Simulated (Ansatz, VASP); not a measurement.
## Ta3Ru: VASP beside Ansatz

The input INCAR:

```
SYSTEM = Ta3Ru
ALGO = Fast ; EDIFF = 1E-6
EDIFFG = -0.005 ; ENCUT = 600
IBRION = 2 ; ISIF = 3
ISMEAR = 0 ; LASPH = .True.
LCHARG = .False. ; LREAL = .False.
LWAVE = .False. ; NELM = 100
NSW = 100 ; PREC = Accurate
SIGMA = 0.1
```

File KPOINTS:

```
k-points
0
Gamma
  12 12 12
  0 0 0
```

The input POSCAR:

```
Ta3Ru
1.0
    0.0000000000      3.1706179712      3.1706179712
    3.1706179712      0.0000000000      3.1706179712
    3.1706179712      3.1706179712      0.0000000000
Ta Ru
3 1
Direct
    0.2500000000      0.2500000000      0.2500000000
    0.7500000000      0.7500000000      0.7500000000
    0.5000000000      0.5000000000      0.5000000000
    0.0000000000      0.0000000000      0.0000000000
```

Input for Ansatz:

```yaml
crystal:
  lattice:
    - [0.0, 3.1706179706, 3.1706179706]
    - [3.1706179706, 0.0, 3.1706179706]
    - [3.1706179706, 3.1706179706, 0.0]
  atoms:
    - { symbol: Ta, position: [0.25, 0.25, 0.25] }
    - { symbol: Ta, position: [0.75, 0.75, 0.75] }
    - { symbol: Ta, position: [0.5, 0.5, 0.5] }
    - { symbol: Ru, position: [0.0, 0.0, 0.0] }
basis:
  ecutwfc: 420
kpoints:
  mp_grid: { grid: [12, 12, 12] }
hamiltonian:
  xc: lda
scf:
  occupations: { method: gaussian, width: 0.1 }
output:
  forces: true
  stress: true
  eigenvalues: true
relax:
  adjacent_minimum: "off"
  f_tol: 0.005
  max_steps: 80
  cell: { stress_tol: 0.05 }
```

Alike in both runs: task relaxation of cell and atoms; functional LDA; k mesh 12 × 12 × 12; occupations gaussian, width 0.1 eV; no spin polarisation.

|  | VASP | Ansatz |
| --- | --- | --- |
| version | VASP 6.6.1 | Ansatz 0.2.0 |
| potentials or method | VASP PAW LDA potentials, release 64 (Ta_pv, Ru_pv), cutoff 600 eV | scalar-relativistic, plane waves, PAW |
| valence electrons in the cell | 47 | 55 |

|  | VASP | Ansatz | Ansatz less VASP |
| --- | --- | --- | --- |
| gap on the k mesh at the Fermi level, each at its own relaxed structure (eV) | none | none | - |
| relaxed volume (Å³/atom) | 16.02 | 15.96 | -0.065 |
| relaxed length of the cell vector where the two differ most in proportion (Å) | 4.492 | 4.486 | -0.0060 |

LDA's correlation is that of Perdew and Zunger in VASP and of Perdew and Wang (1992) in Ansatz. A gap of «none» marks a metal or a gap that the smearing closes. VASP's potentials hold 47 valence electrons a cell and Ansatz's 55, so a difference there can come from the potentials and not from the codes.

Spin-orbit coupling is off throughout.
